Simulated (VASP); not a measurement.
# Te2Mo (P2_1/m) in VASP: further runs

The runs below take Te2Mo through single point, with PBE, PBE+D3(BJ).

Everything below comes from runs of VASP 6.6.1. Logs are shortened: lines on timing, memory, paths and dates and some standing lists are left out, and cuts for length are marked.

### Step 1. The cell of the first run

Symmetry: P2_1/m, No. 11, monoclinic system. The conventional cell has a = 6.330 Å, b = 3.469 Å, c = 13.860 Å, α = 90.00°, β = 93.92°, γ = 90.00°. Te (site symmetry m) has 3 Mo at 2.79 to 2.81 Å and 8 Te at 3.47 to 3.70 Å within 3.7 Å. Te (site symmetry m) has 3 Mo at 2.70 Å and 6 Te at 3.47 to 3.67 Å within 3.7 Å. Te (site symmetry m) has 3 Mo at 2.79 to 2.82 Å and 8 Te at 3.47 to 3.67 Å within 3.7 Å. Within 3.7 Å of Te (site symmetry m) lie 3 Mo at 2.70 to 2.71 Å and 6 Te at 3.47 to 3.70 Å. Mo (site symmetry m) has 6 Te at 2.70 to 2.82 Å and 4 Mo at 2.89 to 3.47 Å within 3.6 Å. Within 3.6 Å of Mo (site symmetry m) lie 6 Te at 2.70 to 2.81 Å and 4 Mo at 2.90 to 3.47 Å.

### Step 2. Single point, PBE

INCAR

```
SYSTEM = Te2Mo
PREC = Accurate ; ENCUT = 520
EDIFF = 1E-6 ; ISMEAR = -1
SIGMA = 0.05 ; LREAL = .False.
LASPH = .True. ; NELM = 60
ALGO = Normal ; ISIF = 2
LWAVE = .False. ; LCHARG = .False.
GGA = PE ; NBANDS = 64
```

KPOINTS

```
regular mesh
0
Gamma
  2 4 1
  0 0 0
```

POSCAR

```
Te2Mo
1.0
    6.3300000000      0.0000000000      0.0000000000
    0.0000000000      3.4690000000      0.0000000000
   -0.9467947088      0.0000000000     13.8276237937
Te Mo
8 4
Direct
    0.9437000000      0.7500000000      0.6045000000
    0.0563000000      0.2500000000      0.3955000000
    0.9030000000      0.2500000000      0.8514000000
    0.0970000000      0.7500000000      0.1486000000
    0.4112000000      0.7500000000      0.8955000000
    0.5888000000      0.2500000000      0.1045000000
    0.4432000000      0.2500000000      0.6484000000
    0.5568000000      0.7500000000      0.3516000000
    0.8167000000      0.7500000000      0.9926000000
    0.1833000000      0.2500000000      0.0074000000
    0.6819000000      0.2500000000      0.4934000000
    0.3181000000      0.7500000000      0.5066000000
```

Potentials or basis: VASP PAW PBE potentials, release 64 (Te, Mo_sv).

The run is started by

```
$ cat potpaw_PBE.64/Te/POTCAR potpaw_PBE.64/Mo_sv/POTCAR > POTCAR
$ mpirun -np 1 vasp_std > vasp.out
```

OUTCAR:

```text
SYSTEM = Te2Mo
   PREC = Accurate
   ENCUT = 520
   EDIFF = 1E-6
   ISMEAR = -1
   LREAL = .False.
   LASPH = .True.
   NELM = 60
   ISIF = 2
   GGA = PE

 ion  position               nearest neighbor table
   1  0.944  0.750  0.605-  11 2.79  11 2.79  12 2.81   2 3.49   2 3.49   7 3.62   7 3.62
   2  0.056  0.250  0.395-  12 2.79  12 2.79  11 2.81   1 3.49   1 3.49   8 3.62   8 3.62
   3  0.903  0.250  0.851-   9 2.70   9 2.70  10 2.70   5 3.65   5 3.65   5 3.67   5 3.67
   4  0.097  0.750  0.149-  10 2.70  10 2.70   9 2.70   6 3.65   6 3.65   6 3.67   6 3.67
   5  0.411  0.750  0.895-  10 2.79  10 2.79   9 2.82   6 3.50   6 3.50   3 3.65   3 3.65   3 3.67
                             3 3.67
   6  0.589  0.250  0.105-   9 2.79   9 2.79  10 2.82   5 3.50   5 3.50   4 3.65   4 3.65   4 3.67
                             4 3.67
   7  0.443  0.250  0.648-  12 2.70  12 2.70  11 2.71   1 3.62   1 3.62
   8  0.557  0.750  0.352-  11 2.70  11 2.70  12 2.71   2 3.62   2 3.62
   9  0.817  0.750  0.993-   3 2.70   3 2.70   4 2.70   6 2.79   6 2.79   5 2.82  10 2.89  10 2.89

  10  0.183  0.250  0.007-   4 2.70   4 2.70   3 2.70   5 2.79   5 2.79   6 2.82   9 2.89   9 2.89

  11  0.682  0.250  0.493-   8 2.70   8 2.70   7 2.71   1 2.79   1 2.79   2 2.81  12 2.90  12 2.90

  12  0.318  0.750  0.507-   7 2.70   7 2.70   8 2.71   2 2.79   2 2.79   1 2.81  11 2.90  11 2.90

  LATTYP: Found a simple monoclinic cell.
 ALAT       =     6.3300000000
 B/A-ratio  =     0.5480252765
 C/A-ratio  =     2.1895734597
 COS(beta)  =    -0.0683113066

  Lattice vectors:

 A1 = (   6.3300000000,   0.0000000000,   0.0000000000)
 A2 = (   0.0000000000,   3.4690000000,   0.0000000000)
 A3 = (  -0.9467947088,   0.0000000000,  13.8276237937)

Analysis of symmetry for initial positions (statically):
=====================================================================
 Subroutine PRICEL returns:
 Original cell was already a primitive cell.

 Routine SETGRP: Setting up the symmetry group for a
 simple monoclinic supercell.

 Subroutine GETGRP returns: Found  4 space group operations
 (whereof  2 operations were pure point group operations)
 out of a pool of  4 trial point group operations.

The static configuration has the point symmetry S_2 .
 The point group associated with its full space group is C_2h.

Analysis of symmetry for dynamics (positions and initial velocities):
=====================================================================
 Subroutine PRICEL returns:
 Original cell was already a primitive cell.

 Routine SETGRP: Setting up the symmetry group for a
 simple monoclinic supercell.

 Subroutine GETGRP returns: Found  4 space group operations
 (whereof  2 operations were pure point group operations)
 out of a pool of  4 trial point group operations.

The dynamic configuration has the point symmetry S_2 .
 The point group associated with its full space group is C_2h.

 Subroutine INISYM returns: Found  4 space group operations
 (whereof  2 operations are pure point group operations),
 and found     1 'primitive' translations

----------------------------------------------------------------------------------------

                                     Primitive cell

  volume of cell :     303.6376

  direct lattice vectors                    reciprocal lattice vectors
     6.330000000  0.000000000  0.000000000     0.157977883  0.000000000  0.010816943
     0.000000000  3.469000000  0.000000000     0.000000000  0.288267512  0.000000000
    -0.946794709  0.000000000 13.827623794     0.000000000  0.000000000  0.072319005

  length of vectors
     6.330000000  3.469000000 13.860000000     0.158347775  0.288267512  0.072319005

  position of ions in fractional coordinates (direct lattice)
     0.943700000  0.750000000  0.604500000
     0.056300000  0.250000000  0.395500000
     0.903000000  0.250000000  0.851400000
     0.097000000  0.750000000  0.148600000
     0.411200000  0.750000000  0.895500000
     0.588800000  0.250000000  0.104500000
     0.443200000  0.250000000  0.648400000
     0.556800000  0.750000000  0.351600000
     0.816700000  0.750000000  0.992600000
     0.183300000  0.250000000  0.007400000
     0.681900000  0.250000000  0.493400000
     0.318100000  0.750000000  0.506600000

  ion indices of the primitive-cell ions
   primitive index   ion index
                 1           1
                 2           2
                 3           3
                 4           4
                 5           5
                 6           6
                 7           7
                 8           8
                 9           9
                10          10
                11          11
                12          12

----------------------------------------------------------------------------------------

 KPOINTS: regular mesh

Automatic generation of k-mesh.
 Grid dimensions read from file:
 generate k-points for:    2    4    1

 Generating k-lattice:

[... 36 lines left out ...]
   ISPIN  =      1    spin polarized calculation?
   LNONCOLLINEAR =      F non collinear calculations
   LSORBIT =      F    spin-orbit coupling
   LASPH  =      T    aspherical Exc in radial PAW
   ENCUT  =  520.0 eV  38.22 Ry    6.18 a.u.  11.77  6.45 25.77*2*pi/ulx,y,z
   NELM   =     60;   NELMIN=  2; NELMDL= -5     # of ELM steps
   EDIFF  = 0.1E-05   stopping-criterion for ELM
   LREAL  =      F    real-space projection
   EDIFFG = 0.1E-04   stopping-criterion for IOM
   NSW    =      0    number of steps for IOM
   IBRION =     -1    ionic relax: 0-MD 1-quasi-New 2-CG
   NFREE  =      0    steps in history (QN), initial steepest desc. (CG)
   ISIF   =      2    stress and relaxation
   ISYM   =      2    0-nonsym 1-usesym 2-fastsym
   POTIM  = 0.5000    time-step for ionic-motion
   TEBEG  =    0.0;   TEEND  =   0.0 temperature during run
   PSTRESS=    0.0 pullay stress
   NELECT =     104.0000    total number of electrons
   NUPDOWN=      -1.0000    fix difference up-down
   EMIN   =  10.00;   EMAX   =-10.00  energy-range for DOS
   EFERMI =   0.00;   METHOD = LEGACY
   ISMEAR =    -1;   SIGMA  =   0.05  broadening in eV -4-tet -1-fermi 0-gaus
   EFERMI_NEDOS =   21; number of points for ismear=-14 and -15
   IALGO  =     38    algorithm
   IMIX   =      4    mixing-type and parameters
     AMIX     =   0.40;   BMIX     =  1.00
     AMIX_MAG =   1.60;   BMIX_MAG =  1.00
  volume/ion in A,a.u.               =      25.30       170.75
  Fermi-wavevector in a.u.,A,eV,Ry     =   1.145427  2.164543 17.850885  1.312003
  Thomas-Fermi vector in A             =   2.282115
   LORBIT       =      0    0 simple, 1 ext, 2 COOP (PROOUT), +10 PAW based schemes
   GGA     = PE    functional components
   LHFCALC =     F    Hartree Fock is set to
   AEXX    =    0.0000 exact exchange contribution
   IVDW    =     0    specifies the selected vdW correction
   LEPSILON=     F    determine dielectric tensor
   LRPA    =     F    only Hartree local field effects (RPA)
 non-spin polarized calculation
  energy-cutoff  :      520.00
  volume of cell :      303.64
 maximum number of plane-waves:      8239
 NGX is ok and might be reduce to    48
   NGX = 23   NGY = 13   NGZ = 51

 number of electron     103.9999999 magnetization

 Free energy of the ion-electron system (eV)
  ---------------------------------------------------
  ext. energy  EPLUGINS =         0.00000000
  ---------------------------------------------------
  free energy    TOTEN  =       -71.82224967 eV

  energy without entropy =      -71.77224329  energy(sigma->0) =      -71.79724648

 E-fermi :   8.2012     XC(G=0): -10.3647

 val. band max:        8.1935528670   @ k =   0.0000   0.2500   0.0000
 cond. band min:       8.2214377270   @ k =   0.5000   0.0000   0.0000
 fundamental gap:      0.0278848600
 Fermi energy:         8.2012471116

 k-point     1 :       0.0000    0.0000    0.0000
  band No.  band energies     occupation
      1     -52.8146      2.00000
      2     -52.8130      2.00000
      3     -52.7577      2.00000
      4     -52.7547      2.00000
      5     -27.0799      2.00000
      6     -27.0767      2.00000
[... 391 lines left out ...]
     63      10.5478      0.00000
     64      10.5478      0.00000

------------------------ aborting loop because EDIFF is reached ----------------------------------------

  FORCE on cell =-STRESS in cart. coord.  units (eV):
  Direction    XX          YY          ZZ          XY          YZ          ZX
  --------------------------------------------------------------------------------------
  -------------------------------------------------------------------------------------
  Total        6.4479827      2.6757861      4.8630535      0.0000000      0.0000000      0.1468880
  in kB       34.0234916     14.1190805     25.6604379      0.0000000      0.0000000      0.7750707
  external PRESSURE =      24.6010033 kB  Pullay stress =       0.0000000 kB

 VOLUME and BASIS-vectors are now :
 -----------------------------------------------------------------------------
  energy-cutoff  :      520.00
  volume of cell :      303.64
      direct lattice vectors                 reciprocal lattice vectors
     6.330000000  0.000000000  0.000000000     0.157977883  0.000000000  0.010816943
     0.000000000  3.469000000  0.000000000     0.000000000  0.288267512  0.000000000
    -0.946794709  0.000000000 13.827623794     0.000000000  0.000000000  0.072319005

 POSITION                                       TOTAL-FORCE (eV/Angst)
 -----------------------------------------------------------------------------------
      5.40128      2.60175      8.35880         0.030416      0.000000      0.072102
     -0.01808      0.86725      5.46883        -0.030416      0.000000     -0.072102
      4.90989      0.86725     11.77284         0.027353      0.000000     -0.300877
      0.47332      2.60175      2.05478        -0.027353     -0.000000      0.300877
      1.75504      2.60175     12.38264         0.014863     -0.000000     -0.065757
      3.62816      0.86725      1.44499        -0.014863      0.000000      0.065757
      2.19155      0.86725      8.96583         0.028016      0.000000      0.275955
      3.19165      2.60175      4.86179        -0.028016     -0.000000     -0.275955
      4.22992      2.60175     13.72530         0.215270      0.000000      0.148986
      1.15328      0.86725      0.10232        -0.215270      0.000000     -0.148986
      3.84928      0.86725      6.82255        -0.250236      0.000000      0.143909
      1.53393      2.60175      7.00507         0.250236      0.000000     -0.143909
 -----------------------------------------------------------------------------------
    total drift:                               -0.000000      0.000000     -0.000000

  FREE ENERGIE OF THE ION-ELECTRON SYSTEM (eV)
  ---------------------------------------------------
  free  energy   TOTEN  =       -71.8222496656 eV

  energy  without entropy=      -71.7722432886  energy(sigma->0) =      -71.79724648
```

Wall time 1.7 min (1 thread of Intel Xeon 6975P-C (Granite Rapids), shared host); peak memory 0.41 GiB.

Results:

```yaml
Free_energy: -71.8222 eV
Pressure: 2.5 GPa
Largest_force: 0.302 eV/Å
Band_gap_on_the_k_mesh: zero (bands 52 and 53 overlap by 0.17 eV)
```

Forces in eV/Å, atoms in the order of the input:
```
Te   0.030  0.000  0.072
Te  -0.030  0.000 -0.072
Te   0.027  0.000 -0.301
Te  -0.027  0.000  0.301
Te   0.015  0.000 -0.066
Te  -0.015  0.000  0.066
Te   0.028  0.000  0.276
Te  -0.028  0.000 -0.276
Mo   0.215  0.000  0.149
Mo  -0.215  0.000 -0.149
Mo  -0.250  0.000  0.144
Mo   0.250  0.000 -0.144
```

Caveat: the k points lie up to 0.50 Å⁻¹ apart; spin-orbit coupling is left out, which moves the levels of the heavy elements.

### Step 3. Single point, PBE

This run uses another cell than the first one, of 23.78 Å³/atom.

INCAR

```
SYSTEM = Te2Mo
ALGO = Normal ; EDIFF = 1E-6
ENCUT = 520 ; GGA = PE
ISIF = 2 ; ISMEAR = -1
LASPH = .True. ; LCHARG = .True.
LELF = .True. ; LREAL = .False.
LVHAR = .True. ; LWAVE = .False.
NBANDS = 64 ; NELM = 100
PREC = Accurate ; SIGMA = 0.05
```

KPOINTS

```
k-points
0
Gamma
  4 8 2
  0 0 0
```

Changes to POSCAR since step 2:

```diff
@@ -2,5 +2,5 @@
 1.0
-    6.3300000000      0.0000000000      0.0000000000
-    0.0000000000      3.4690000000      0.0000000000
-   -0.9467947088      0.0000000000     13.8276237937
+    6.2007800682      0.0000000000      0.0000000000
+    0.0000000000      3.3981842111      0.0000000000
+   -0.9274669445      0.0000000000     13.5453481849
 Te Mo
```

Potentials or basis: VASP PAW PBE potentials, release 64 (Te, Mo_sv).

The run is started by

```
$ cat potpaw_PBE.64/Te/POTCAR potpaw_PBE.64/Mo_sv/POTCAR > POTCAR
$ mpirun -np 1 vasp_std > vasp.out
```

Wall time 16 min (1 thread of AMD EPYC 9R45 (Zen 5), shared host); peak memory 0.61 GiB.

It converged, with:

| Quantity | Value |
| --- | --- |
| Free energy | -71.1175 eV |
| Pressure | 9.9 GPa |
| Largest force | 1.193 eV/Å |
| Band gap on the k mesh | zero (bands 52 and 53 overlap by 0.30 eV) |

Forces in eV/Å, atoms in the order of the input:
```
Te   0.155  0.000  0.655
Te  -0.155  0.000 -0.655
Te  -0.005  0.000 -1.193
Te   0.005  0.000  1.193
Te   0.122  0.000 -0.601
Te  -0.122  0.000  0.601
Te  -0.038  0.000  1.145
Te   0.038  0.000 -1.145
Mo  -0.177  0.000  0.108
Mo   0.177  0.000 -0.108
Mo   0.049  0.000  0.150
Mo  -0.049  0.000 -0.150
```

Stress tensor (GPa, compression positive):
```
10.47  0.00  0.08
 0.00  9.40  0.00
 0.08  0.00  9.87
```

Levels at points of the mesh, in eV from the Fermi level:
| k point | band 48 | band 49 | band 50 | band 51 | band 52 | band 53 | band 54 | band 55 | band 56 | band 57 |
| --- | --- | --- | --- | --- | --- | --- | --- | --- | --- | --- |
| (0.00, 0.00, 0.00) | -0.52 | -0.47 | -0.12 | 0.11 | 0.16 | 0.43 | 0.72 | 1.00 | 1.09 | 1.11 |
| (0.50, 0.00, 0.00) | -0.99 | -0.97 | -0.89 | -0.65 | -0.55 | -0.15 | -0.07 | 1.01 | 1.03 | 1.53 |
| (0.00, 0.50, 0.00) | -1.89 | -1.63 | -1.63 | -1.54 | -1.54 | 1.03 | 1.03 | 1.24 | 1.24 | 1.33 |
| (0.50, 0.50, 0.00) | -1.93 | -1.16 | -1.16 | -1.06 | -1.06 | 1.07 | 1.07 | 1.16 | 1.16 | 1.84 |
| (0.00, 0.00, 0.50) | -0.70 | -0.04 | 0.00 | 0.00 | 0.01 | 0.44 | 0.58 | 1.01 | 1.08 | 1.55 |
| (0.50, 0.00, 0.50) | -0.98 | -0.97 | -0.89 | -0.68 | -0.40 | -0.09 | -0.03 | 0.97 | 1.07 | 1.41 |
| (0.00, 0.50, 0.50) | -1.86 | -1.69 | -1.69 | -1.57 | -1.57 | 1.00 | 1.00 | 1.24 | 1.24 | 1.36 |
| (0.50, 0.50, 0.50) | -1.93 | -1.15 | -1.15 | -1.05 | -1.05 | 1.09 | 1.09 | 1.12 | 1.12 | 1.73 |

Caveat: the cell stands under pressure; spin-orbit coupling is left out, which moves the levels of the heavy elements; forces of over 1 eV/Å act on the atoms, so gaps and moduli don't describe the material at rest.

### Step 4. Single point, PBE+D3(BJ)

This run uses another cell than the first one, of 24.29 Å³/atom.

INCAR

```
SYSTEM = Te2Mo
ALGO = Normal
EDIFF = 1E-6
ENCUT = 520
GGA = PE
ISIF = 2
ISMEAR = -1
IVDW = 12
LASPH = .True.
LCHARG = .True.
LELF = .True.
LREAL = .False.
LVHAR = .True.
LWAVE = .False.
NBANDS = 64
NELM = 80
PREC = Accurate
SIGMA = 0.05
```

KPOINTS is that of step 3.

Changes to POSCAR since step 3:

```diff
@@ -2,5 +2,5 @@
 1.0
-    6.2007800682      0.0000000000      0.0000000000
-    0.0000000000      3.3981842111      0.0000000000
-   -0.9274669445      0.0000000000     13.5453481849
+    6.2444489722      0.0000000000      0.0000000000
+    0.0000000000      3.4221158743      0.0000000000
+   -0.9339986171      0.0000000000     13.6407411037
 Te Mo
```

The run is started by

```
$ cat potpaw_PBE.64/Te/POTCAR potpaw_PBE.64/Mo_sv/POTCAR > POTCAR
$ mpirun -np 1 vasp_std > vasp.out
```

Run time: 9.8 min. Hardware: 1 thread of AMD EPYC 9R45 (Zen 5), shared host; peak memory 0.6 GiB.

Results (log left out):

```
Free energy                : -78.0576 eV
Pressure                   : 3.6 GPa
Largest force              : 0.820 eV/Å
Band gap on the k mesh     : zero (bands 52 and 53 overlap by 0.26 eV)
Dispersion energy per atom : -0.551 eV
```

Forces on the atoms (eV/Å):
```
Te   0.127  0.000  0.448
Te  -0.127  0.000 -0.448
Te  -0.005  0.000 -0.820
Te   0.005  0.000  0.820
Te   0.098  0.000 -0.399
Te  -0.098  0.000  0.399
Te  -0.031  0.000  0.774
Te   0.031  0.000 -0.774
Mo  -0.092  0.000  0.079
Mo   0.092  0.000 -0.079
Mo  -0.025  0.000  0.112
Mo   0.025  0.000 -0.112
```

Stress tensor (GPa, compression positive):
```
3.97 0.00 0.08
0.00 3.18 0.00
0.08 0.00 3.51
```

Levels at points of the mesh, in eV from the Fermi level:
```csv
k point,band 48,band 49,band 50,band 51,band 52,band 53,band 54,band 55,band 56,band 57
"(0.00, 0.00, 0.00)",-0.51,-0.45,-0.12,0.11,0.14,0.43,0.71,0.96,1.06,1.11
"(0.50, 0.00, 0.00)",-0.95,-0.94,-0.87,-0.65,-0.55,-0.12,-0.05,0.97,0.99,1.50
"(0.00, 0.50, 0.00)",-1.83,-1.59,-1.59,-1.51,-1.51,1.03,1.03,1.22,1.22,1.30
"(0.50, 0.50, 0.00)",-1.89,-1.13,-1.13,-1.03,-1.03,1.05,1.05,1.13,1.13,1.80
"(0.00, 0.00, 0.50)",-0.68,-0.05,-0.01,-0.01,0.00,0.45,0.57,0.98,1.05,1.53
"(0.50, 0.00, 0.50)",-0.95,-0.94,-0.86,-0.67,-0.40,-0.07,-0.01,0.93,1.02,1.39
"(0.00, 0.50, 0.50)",-1.82,-1.65,-1.65,-1.54,-1.54,1.01,1.01,1.21,1.21,1.33
"(0.50, 0.50, 0.50)",-1.88,-1.12,-1.12,-1.02,-1.02,1.07,1.07,1.09,1.09,1.70
```

Caveat: the cell stands under pressure; spin-orbit coupling is left out, which moves the levels of the heavy elements.

### Step 5. Overview

```csv
level,cell,k mesh,gap on the mesh (eV),pressure (GPa),largest force (eV/Å)
PBE,"a = 6.330, b = 3.469, c = 13.860 Å, angles 90.0, 93.9, 90.0°, 12 atoms",2 × 4 × 1,none,2.5,0.30
PBE,"a = 6.201, b = 3.398, c = 13.577 Å, angles 90.0, 93.9, 90.0°, 12 atoms",4 × 8 × 2,none,9.9,1.19
PBE+D3(BJ),"a = 6.244, b = 3.422, c = 13.673 Å, angles 90.0, 93.9, 90.0°, 12 atoms",4 × 8 × 2,none,3.6,0.82
```

Alike in all rows: task single point; potentials or basis VASP PAW PBE potentials, release 64 (Te, Mo_sv); no spin polarisation; cutoff (eV) 520; smearing fermi-dirac 0.05 eV.

Caveats: some runs use coarse meshes; spin-orbit coupling is left out, which moves the levels of the heavy elements; the cell stands under pressure (at least some runs); forces of over 1 eV/Å act on the atoms, so gaps and moduli don't describe the material at rest (at least some runs).

Total energies depend on the potentials used, so only differences within one code and one set of settings carry meaning.
